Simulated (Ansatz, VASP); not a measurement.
## One calculation of As, two programs

```
CELL_PARAMETERS angstrom
-1.49636 1.49636 1.49636
1.49636 -1.49636 1.49636
1.49636 1.49636 -1.49636
ATOMIC_POSITIONS crystal
As 0.00000 0.00000 0.00000
```

Change from the starting cell: volume scaled by 0.75, LAPW.

Alike in both runs: task single point; functional LDA; k mesh 18 × 18 × 18; occupations fermi-dirac, width 0.08 eV; no spin polarisation.

|  | VASP | Ansatz |
| --- | --- | --- |
| version | VASP 6.6.1 | Ansatz 0.2.0 |
| potentials or method | VASP PAW LDA potentials, release 64 (As), cutoff 520 eV | all-electron LAPW, scalar-relativistic |

|  | VASP | Ansatz | Ansatz less VASP |
| --- | --- | --- | --- |
| pressure (GPa) | 53.1 | 51.5 | -1.61 |

LDA's correlation is that of Perdew and Zunger in VASP and of Perdew and Wang (1992) in Ansatz. Both programs put the cell under a high pressure, so it lies far from rest at this level. Ansatz ran all-electron here, and VASP with PAW potentials.
